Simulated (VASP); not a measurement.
# AlIn3As4 (P-43m) in VASP: notebook

The runs below take AlIn3As4 through single point, with PBE.

Program: VASP 6.6.1. These are calculated values, not measurements. Logs are shortened: lines on timing, memory, paths and dates and some standing lists are left out, and cuts for length are marked.

### Step 1. The cell of the first run

The structure is cubic, space group P-43m (No. 215). Conventional cell: a = 5.725 Å, b = 5.725 Å, c = 5.725 Å, α = 90.00°, β = 90.00°, γ = 90.00°. Within 3.3 Å of Al (site symmetry -43m) lie 4 As at 2.48 Å. In (site symmetry -42m) has 4 As at 2.48 Å within 3.3 Å. Within 3.3 Å of As (site symmetry 3m) lie 1 Al at 2.48 Å and 3 In at 2.48 Å.

### Step 2. Single point, PBE

The input, INCAR:

```
SYSTEM = AlIn3As4
PREC = Accurate
ENCUT = 520
EDIFF = 1E-7
ISMEAR = 0
SIGMA = 0.1
LREAL = .FALSE.
LASPH = .TRUE.
NELM = 100
ALGO = Normal
ISIF = 2
LWAVE = .FALSE.
LCHARG = .FALSE.
GGA = PE
NBANDS = 41
```

The input, KPOINTS:

```
Automatic mesh
0
G
  4 4 4
  0 0 0
```

The input, POSCAR:

```
AlIn3As4
1.0
    5.7248272000      0.0000000000      0.0000000000
    0.0000000000      5.7248272000      0.0000000000
    0.0000000000      0.0000000000      5.7248272000
Al In As
1 3 4
Direct
    0.5000000000      0.5000000000      0.5000000000
    0.0000000000      0.0000000000      0.5000000000
    0.0000000000      0.5000000000      0.0000000000
    0.5000000000      0.0000000000      0.0000000000
    0.2500000000      0.2500000000      0.2500000000
    0.2500000000      0.7500000000      0.7500000000
    0.7500000000      0.2500000000      0.7500000000
    0.7500000000      0.7500000000      0.2500000000
```

Potentials or basis: VASP PAW PBE potentials, release 64 (Al, In_d, As).

The run is started by

```
$ cat potpaw_PBE.64/Al/POTCAR potpaw_PBE.64/In_d/POTCAR potpaw_PBE.64/As/POTCAR > POTCAR
$ mpirun -np 1 vasp_std > vasp.out
```

OUTCAR:

```text
SYSTEM = AlIn3As4
   PREC = Accurate
   ENCUT = 520
   EDIFF = 1E-7
   ISMEAR = 0
   LREAL = .FALSE.
   LASPH = .TRUE.
   NELM = 100
   ISIF = 2
   GGA = PE

 ion  position               nearest neighbor table
   1  0.500  0.500  0.500-   5 2.48   6 2.48   7 2.48   8 2.48
   2  0.000  0.000  0.500-   5 2.48   6 2.48   7 2.48   8 2.48
   3  0.000  0.500  0.000-   5 2.48   6 2.48   7 2.48   8 2.48
   4  0.500  0.000  0.000-   5 2.48   6 2.48   7 2.48   8 2.48
   5  0.250  0.250  0.250-   1 2.48   2 2.48   3 2.48   4 2.48
   6  0.250  0.750  0.750-   1 2.48   2 2.48   3 2.48   4 2.48
   7  0.750  0.250  0.750-   1 2.48   2 2.48   3 2.48   4 2.48
   8  0.750  0.750  0.250-   1 2.48   2 2.48   3 2.48   4 2.48

  LATTYP: Found a simple cubic cell.
 ALAT       =     5.7248272000

  Lattice vectors:

 A1 = (   5.7248272000,   0.0000000000,   0.0000000000)
 A2 = (   0.0000000000,   5.7248272000,   0.0000000000)
 A3 = (   0.0000000000,   0.0000000000,   5.7248272000)

Analysis of symmetry for initial positions (statically):
=====================================================================
 Subroutine PRICEL returns:
 Original cell was already a primitive cell.

 Routine SETGRP: Setting up the symmetry group for a
 simple cubic supercell.

 Subroutine GETGRP returns: Found 24 space group operations
 (whereof 24 operations were pure point group operations)
 out of a pool of 48 trial point group operations.

The static configuration has the point symmetry T_d .

Analysis of symmetry for dynamics (positions and initial velocities):
=====================================================================
 Subroutine PRICEL returns:
 Original cell was already a primitive cell.

 Routine SETGRP: Setting up the symmetry group for a
 simple cubic supercell.

 Subroutine GETGRP returns: Found 24 space group operations
 (whereof 24 operations were pure point group operations)
 out of a pool of 48 trial point group operations.

The dynamic configuration has the point symmetry T_d .

 Subroutine INISYM returns: Found 24 space group operations
 (whereof 24 operations are pure point group operations),
 and found     1 'primitive' translations

----------------------------------------------------------------------------------------

                                     Primitive cell

  volume of cell :     187.6235

  direct lattice vectors                    reciprocal lattice vectors
     5.724827200  0.000000000  0.000000000     0.174677761  0.000000000  0.000000000
     0.000000000  5.724827200  0.000000000     0.000000000  0.174677761  0.000000000
     0.000000000  0.000000000  5.724827200     0.000000000  0.000000000  0.174677761

  length of vectors
     5.724827200  5.724827200  5.724827200     0.174677761  0.174677761  0.174677761

  position of ions in fractional coordinates (direct lattice)
     0.500000000  0.500000000  0.500000000
     0.000000000  0.000000000  0.500000000
     0.000000000  0.500000000  0.000000000
     0.500000000  0.000000000  0.000000000
     0.250000000  0.250000000  0.250000000
     0.250000000  0.750000000  0.750000000
     0.750000000  0.250000000  0.750000000
     0.750000000  0.750000000  0.250000000

  ion indices of the primitive-cell ions
   primitive index   ion index
                 1           1
                 2           2
                 3           3
                 4           4
                 5           5
                 6           6
                 7           7
                 8           8

----------------------------------------------------------------------------------------

 KPOINTS: Automatic mesh

Automatic generation of k-mesh.
 Grid dimensions read from file:
 generate k-points for:    4    4    4

 Generating k-lattice:

  Cartesian coordinates                     Fractional coordinates (reciprocal lattice)
     0.043669440  0.000000000  0.000000000     0.250000000  0.000000000  0.000000000
     0.000000000  0.043669440  0.000000000     0.000000000  0.250000000  0.000000000
     0.000000000  0.000000000  0.043669440     0.000000000  0.000000000  0.250000000

  Length of vectors
     0.043669440  0.043669440  0.043669440

  Shift w.r.t. Gamma in fractional coordinates (k-lattice)
     0.000000000  0.000000000  0.000000000

 Subroutine IBZKPT returns following result:
 ===========================================

 Found     10 irreducible k-points:

 Following reciprocal coordinates:
            Coordinates               Weight
  0.000000  0.000000  0.000000      1.000000
  0.250000  0.000000  0.000000      6.000000
  0.500000  0.000000  0.000000      3.000000
  0.250000  0.250000  0.000000     12.000000
  0.500000  0.250000  0.000000     12.000000
  0.500000  0.500000  0.000000      3.000000
  0.250000  0.250000  0.250000      8.000000
  0.500000  0.250000  0.250000     12.000000
  0.500000  0.500000  0.250000      6.000000
  0.500000  0.500000  0.500000      1.000000
   k-points           NKPTS =     10   k-points in BZ     NKDIM =     10   number of bands    NBANDS=     41
   number of dos      NEDOS =    301   number of ions     NIONS =      8
   total plane-waves  NPLWV = 110592
   dimension x,y,z NGX =    48 NGY =   48 NGZ =   48
   dimension x,y,z NGXF=    96 NGYF=   96 NGZF=   96
   ions per type =               1   3   4
   NGX,Y,Z   is equivalent  to a cutoff of  13.94, 13.94, 13.94 a.u.
   NGXF,Y,Z  is equivalent  to a cutoff of  27.88, 27.88, 27.88 a.u.
 SYSTEM =  AlIn3As4
   PREC   = accura    normal or accurate (medium, high low for compatibility)
   ISTART =      0    job   : 0-new  1-cont  2-samecut
   ICHARG =      2    charge: 1-file 2-atom 10-const
   ISPIN  =      1    spin polarized calculation?
   LNONCOLLINEAR =      F non collinear calculations
   LSORBIT =      F    spin-orbit coupling
   LASPH  =      T    aspherical Exc in radial PAW
   ENCUT  =  520.0 eV  38.22 Ry    6.18 a.u.  10.64 10.64 10.64*2*pi/ulx,y,z
   NELM   =    100;   NELMIN=  2; NELMDL= -5     # of ELM steps
   EDIFF  = 0.1E-06   stopping-criterion for ELM
   LREAL  =      F    real-space projection
   EDIFFG = 0.1E-05   stopping-criterion for IOM
   NSW    =      0    number of steps for IOM
   IBRION =     -1    ionic relax: 0-MD 1-quasi-New 2-CG
   NFREE  =      0    steps in history (QN), initial steepest desc. (CG)
   ISIF   =      2    stress and relaxation
   ISYM   =      2    0-nonsym 1-usesym 2-fastsym
   POTIM  = 0.5000    time-step for ionic-motion
   TEBEG  =    0.0;   TEEND  =   0.0 temperature during run
   PSTRESS=    0.0 pullay stress
   NELECT =      62.0000    total number of electrons
   NUPDOWN=      -1.0000    fix difference up-down
   EMIN   =  10.00;   EMAX   =-10.00  energy-range for DOS
   EFERMI =   0.00;   METHOD = LEGACY
   ISMEAR =     0;   SIGMA  =   0.10  broadening in eV -4-tet -1-fermi 0-gaus
   EFERMI_NEDOS =   21; number of points for ismear=-14 and -15
   IALGO  =     38    algorithm
   IMIX   =      4    mixing-type and parameters
     AMIX     =   0.40;   BMIX     =  1.00
     AMIX_MAG =   1.60;   BMIX_MAG =  1.00
  volume/ion in A,a.u.               =      23.45       158.27
  Fermi-wavevector in a.u.,A,eV,Ry     =   1.131817  2.138825 17.429206  1.281011
  Thomas-Fermi vector in A             =   2.268517
   LORBIT       =      0    0 simple, 1 ext, 2 COOP (PROOUT), +10 PAW based schemes
   GGA     = PE    functional components
   LHFCALC =     F    Hartree Fock is set to
   AEXX    =    0.0000 exact exchange contribution
   IVDW    =     0    specifies the selected vdW correction
   LEPSILON=     F    determine dielectric tensor
   LRPA    =     F    only Hartree local field effects (RPA)
 non-spin polarized calculation
 Gauss-broadening in eV      SIGMA  =   0.10
  energy-cutoff  :      520.00
  volume of cell :      187.62
 maximum number of plane-waves:      5078
 NGX is ok and might be reduce to    48
   NGX = 21   NGY = 21   NGZ = 21

 number of electron      62.0000018 magnetization

 Free energy of the ion-electron system (eV)
  ---------------------------------------------------
  ext. energy  EPLUGINS =         0.00000000
  ---------------------------------------------------
  free energy    TOTEN  =       -30.73536544 eV

  energy without entropy =      -30.73536544  energy(sigma->0) =      -30.73536544

 E-fermi :   6.1146     XC(G=0):  -9.6040

 val. band max:        5.6483192501   @ k =   0.0000   0.0000   0.0000
 cond. band min:       6.6000579647   @ k =   0.0000   0.0000   0.0000
 fundamental gap:      0.9517387147
 Fermi energy:         6.1146404724

 k-point     1 :       0.0000    0.0000    0.0000
  band No.  band energies     occupation
      1      -9.2520      2.00000
      2      -9.2520      2.00000
      3      -9.2520      2.00000
      4      -8.9779      2.00000
      5      -8.9779      2.00000
      6      -8.9779      2.00000
[... 33 lines left out ...]
     40       9.6720      0.00000
     41       9.6720      0.00000

 k-point     2 :       0.2500    0.0000    0.0000
  band No.  band energies     occupation
      1      -9.2391      2.00000
      2      -9.2391      2.00000
      3      -9.2352      2.00000
      4      -9.0159      2.00000
      5      -8.9749      2.00000
      6      -8.9749      2.00000
[... 33 lines left out ...]
     40      10.5845      0.00000
     41      10.5845      0.00000

 k-point     3 :       0.5000    0.0000    0.0000
  band No.  band energies     occupation
      1      -9.2246      2.00000
      2      -9.2246      2.00000
      3      -9.2126      2.00000
      4      -9.0569      2.00000
      5      -8.9613      2.00000
      6      -8.9613      2.00000
[... 259 lines left out ...]
      2      -9.1670      2.00000
      3      -9.1670      2.00000
      4      -9.1577      2.00000
      5      -8.9732      2.00000
      6      -8.9732      2.00000
[... 33 lines left out ...]
     40      10.7099      0.00000
     41      10.7378      0.00000

 k-point    10 :       0.5000    0.5000    0.5000
  band No.  band energies     occupation
      1      -9.2428      2.00000
      2      -9.1701      2.00000
      3      -9.1701      2.00000
      4      -9.1701      2.00000
      5      -8.9791      2.00000
      6      -8.9791      2.00000
[... 33 lines left out ...]
     40      10.2125      0.00000
     41      10.6035      0.00000

------------------------ aborting loop because EDIFF is reached ----------------------------------------

  FORCE on cell =-STRESS in cart. coord.  units (eV):
  Direction    XX          YY          ZZ          XY          YZ          ZX
  --------------------------------------------------------------------------------------
  -------------------------------------------------------------------------------------
  Total       17.2197470     17.2197470     17.2197470      0.0000000     -0.0000000     -0.0000000
  in kB      147.0449801    147.0449801    147.0449801      0.0000000     -0.0000000     -0.0000000
  external PRESSURE =     147.0449801 kB  Pullay stress =       0.0000000 kB

 VOLUME and BASIS-vectors are now :
 -----------------------------------------------------------------------------
  energy-cutoff  :      520.00
  volume of cell :      187.62
      direct lattice vectors                 reciprocal lattice vectors
     5.724827200  0.000000000  0.000000000     0.174677761  0.000000000  0.000000000
     0.000000000  5.724827200  0.000000000     0.000000000  0.174677761  0.000000000
     0.000000000  0.000000000  5.724827200     0.000000000  0.000000000  0.174677761

 POSITION                                       TOTAL-FORCE (eV/Angst)
 -----------------------------------------------------------------------------------
      2.86241      2.86241      2.86241        -0.000000      0.000000     -0.000000
      0.00000      0.00000      2.86241        -0.000000     -0.000000     -0.000000
      0.00000      2.86241      0.00000         0.000000     -0.000000     -0.000000
      2.86241      0.00000      0.00000         0.000000     -0.000000     -0.000000
      1.43121      1.43121      1.43121         0.933104      0.933104      0.933104
      1.43121      4.29362      4.29362         0.933104     -0.933104     -0.933104
      4.29362      1.43121      4.29362        -0.933104      0.933104     -0.933104
      4.29362      4.29362      1.43121        -0.933104     -0.933104      0.933104
 -----------------------------------------------------------------------------------
    total drift:                                0.000000      0.000000      0.000000

  FREE ENERGIE OF THE ION-ELECTRON SYSTEM (eV)
  ---------------------------------------------------
  free  energy   TOTEN  =       -30.7353654418 eV

  energy  without entropy=      -30.7353654418  energy(sigma->0) =      -30.73536544
```

It took 86 s on 1 thread of Intel Xeon Platinum 8375C at 2.90GHz (Ice Lake), shared host; peak memory 0.34 GiB.

Results:

```
Free energy            : -30.7354 eV
Pressure               : 14.7 GPa
Band gap on the k mesh : 0.95 eV
```

Levels at points of the mesh, in eV from the valence-band top:
```csv
k point,band 27,band 28,band 29,band 30,band 31,band 32,band 33,band 34,band 35,band 36
"(0.00, 0.00, 0.00)",-2.69,-2.69,0.00,0.00,0.00,0.95,1.31,1.31,1.31,2.02
"(0.50, 0.00, 0.00)",-3.42,-1.78,-1.78,-1.59,-1.59,2.14,2.30,3.25,3.41,4.28
"(0.50, 0.50, 0.00)",-3.28,-1.25,-1.25,-1.21,-1.10,2.87,3.00,3.16,3.16,5.28
"(0.50, 0.50, 0.50)",-1.12,-1.12,-1.00,-1.00,-1.00,1.49,1.49,1.49,1.58,4.51
```

Caveat: the cell stands under pressure; spin-orbit coupling is left out, which moves the levels of the heavy elements.

### Step 3. Single point, PBE

This run uses another cell than the first one, of 27.88 Å³/atom.

The input, INCAR:

```
  PREC = Accurate
  ENCUT = 520
  EDIFF = 1E-6
  ISMEAR = 0
  SIGMA = 0.1
  LREAL = False
  LASPH = True
  NELM = 80
  ALGO = Normal
  ISIF = 2
  LWAVE = False
  LCHARG = False
  GGA = PE
  NBANDS = 41
```

The input, KPOINTS:

```
regular mesh
0
Gamma
  4 4 4
```

The input, POSCAR:

```
AlIn3As4
1.0
    6.0641742734      0.0000000000      0.0000000000
    0.0000000000      6.0641742734      0.0000000000
    0.0000000000      0.0000000000      6.0641742734
Al In As
1 3 4
Direct
    0.5000000000      0.5000000000      0.5000000000
    0.0000000000      0.0000000000      0.5000000000
    0.0000000000      0.5000000000      0.0000000000
    0.5000000000      0.0000000000      0.0000000000
    0.2610404952      0.2610404952      0.2610404952
    0.2610404952      0.7389595048      0.7389595048
    0.7389595048      0.2610404952      0.7389595048
    0.7389595048      0.7389595048      0.2610404952
```

Potentials or basis: VASP PAW PBE potentials, release 64 (Al, In_d, As).

The run is started by

```
$ cat potpaw_PBE.64/Al/POTCAR potpaw_PBE.64/In_d/POTCAR potpaw_PBE.64/As/POTCAR > POTCAR
$ mpirun -np 1 vasp_std > vasp.out
```

OUTCAR:

```text
PREC = Accurate
   ENCUT = 520
   EDIFF = 1E-6
   ISMEAR = 0
   LREAL = False
   LASPH = True
   NELM = 80
   ISIF = 2
   GGA = PE

 ion  position               nearest neighbor table
   1  0.500  0.500  0.500-   5 2.51   6 2.51   7 2.51   8 2.51
   2  0.000  0.000  0.500-   5 2.67   6 2.67   7 2.67   8 2.67
   3  0.000  0.500  0.000-   5 2.67   6 2.67   7 2.67   8 2.67
   4  0.500  0.000  0.000-   5 2.67   6 2.67   7 2.67   8 2.67
[... 638 lines left out ...]
  -------------------------------------------------------------------------------------
  Total        0.1736121      0.1736121      0.1736121      0.0000000      0.0000000      0.0000000
  in kB        1.2473136      1.2473136      1.2473136      0.0000000      0.0000000      0.0000000
  external PRESSURE =       1.2473136 kB  Pullay stress =       0.0000000 kB

 VOLUME and BASIS-vectors are now :
 -----------------------------------------------------------------------------
  energy-cutoff  :      520.00
  volume of cell :      223.01
      direct lattice vectors                 reciprocal lattice vectors
     6.064174273  0.000000000  0.000000000     0.164902913  0.000000000  0.000000000
     0.000000000  6.064174273  0.000000000     0.000000000  0.164902913  0.000000000
     0.000000000  0.000000000  6.064174273     0.000000000  0.000000000  0.164902913

 POSITION                                       TOTAL-FORCE (eV/Angst)
 -----------------------------------------------------------------------------------
      3.03209      3.03209      3.03209        -0.000000     -0.000000     -0.000000
      0.00000      0.00000      3.03209        -0.000000     -0.000000     -0.000000
      0.00000      3.03209      0.00000        -0.000000     -0.000000     -0.000000
      3.03209      0.00000      0.00000        -0.000000     -0.000000     -0.000000
      1.58300      1.58300      1.58300         0.000783      0.000783      0.000783
      1.58300      4.48118      4.48118         0.000783     -0.000783     -0.000783
      4.48118      1.58300      4.48118        -0.000783      0.000783     -0.000783
      4.48118      4.48118      1.58300        -0.000783     -0.000783      0.000783
 -----------------------------------------------------------------------------------
    total drift:                                0.000000      0.000000     -0.000000

  FREE ENERGIE OF THE ION-ELECTRON SYSTEM (eV)
  ---------------------------------------------------
  free  energy   TOTEN  =       -32.4437881843 eV

  energy  without entropy=      -32.4409463271  energy(sigma->0) =      -32.44236726
```

stdout:

```text
POSCAR found type information on POSCAR AlInAs
 POSCAR found :  3 types and       8 ions
 scaLAPACK will be used
 LDA part: xc-table for (Slater+PW92), standard interpolation
 POSCAR, INCAR and KPOINTS ok, starting setup
 FFT: planning ... GRIDC
 FFT: planning ... GRID_SOFT
 FFT: planning ... GRID
 WAVECAR not read
 entering main loop
```

Wall time 92 s (1 thread of Intel Xeon Platinum 8375C at 2.90GHz (Ice Lake), shared host); peak memory 0.36 GiB.

Results:

| Item | Value |
| --- | --- |
| Free energy | -32.4438 eV |
| Pressure | 0.1 GPa |

Caveat: spin-orbit coupling is left out, which moves the levels of the heavy elements.
